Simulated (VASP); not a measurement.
Runs of VASP 6.6.1 on ZrO2. The structure is that of space group Fm-3m (No. 225), or close to it. The cells are those of the table. 

```tsv
task	cell	smearing	ions in elastic constants	gap on the mesh (eV)	pressure (GPa)
single point	a = 3.598 Å, angles 60.0°, 3 atoms	gaussian 0.02 eV	-	3.36	0.1
single point	a = 3.448 Å, angles 60.0°, 3 atoms	gaussian 0.02 eV	-	3.69	41.1
single point	a = 3.668 Å, angles 60.0°, 3 atoms	gaussian 0.02 eV	-	(a)	-12.5
single point	a = 3.561 Å, angles 60.0°, 3 atoms	gaussian 0.02 eV	-	(b)	8.0
single point	a = 3.486 Å, angles 60.0°, 3 atoms	gaussian 0.02 eV	-	3.61	(d)
single point	a = 3.524 Å, angles 60.0°, 3 atoms	gaussian 0.02 eV	-	3.53	(c)
relaxation of cell and atoms	relaxed from a = 3.597 Å, angles 60.0°, 3 atoms	gaussian 0.02 eV	-	3.36	0.0
single point	a = 3.633 Å, angles 60.0°, 3 atoms	gaussian 0.02 eV	-	3.28	-6.8
single point	a = 3.714 Å, angles 60.0°, 3 atoms	gaussian 0.02 eV	-	3.09	-19.1
```

Alike in all rows: level PBE+D3(BJ); potentials or basis VASP PAW PBE potentials, release 64 (Zr_sv, O); no spin polarisation; k mesh 8 × 8 × 8; cutoff (eV) 600.

Estimate the missing entries.

(a) 3.19; (b) 3.44; (c) 17.4; (d) 28.3.

A k mesh can miss the band edges, and the runs leave out spin-orbit coupling on Zr.
